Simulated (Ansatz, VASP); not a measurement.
# Ge3Te2O: VASP beside Ansatz

```
Ge Te O
1.0
     3.81178    0.00000    0.00000
     0.00000    3.81178    0.00000
     0.00000    0.00000    9.04158
Ge Te O
3 2 1
Direct
  0.50000 0.00000 0.38874
  0.00000 0.50000 0.61126
  0.00000 0.00000 0.00000
  0.50000 0.00000 0.72423
  0.00000 0.50000 0.27577
  0.50000 0.50000 0.00000
```

Change from the starting cell: species swapped into the Zr2Sb3Pd type (P-4m2, No. 115).

Alike in both runs: functional PBE; k mesh 4 × 4 × 2; occupations gaussian, width 0.1 eV; no spin polarisation.

Ansatz relaxed the structure, and its values are those at the end. VASP's run is a single point on that final structure, the one shown.

|  | VASP | Ansatz |
| --- | --- | --- |
| version | VASP 6.6.1 | Ansatz 0.2.0 |
| potentials or method | VASP PAW PBE potentials, release 64 (Ge_d, Te, O), cutoff 520 eV | scalar-relativistic, plane waves, PAW |
| valence electrons in the cell | 60 | 80 |

|  | VASP | Ansatz | Ansatz less VASP |
| --- | --- | --- | --- |
| gap on the k mesh at the Fermi level (eV) | none | none | - |
| pressure (GPa) | 0.0 | 0.0 | 0.00 |
| rms of the force components (eV/Å) | 0.008 | 0.006 | -0.0022 |

A gap of «none» marks a metal or a gap that the smearing closes. The functional is the same, so the differences come from potentials, cutoffs and numerics. VASP's potentials hold 60 valence electrons a cell and Ansatz's 80, so a difference there can come from the potentials and not from the codes.

The k mesh is coarse, so the values compare programs but aren't converged. Spin-orbit coupling is off throughout.
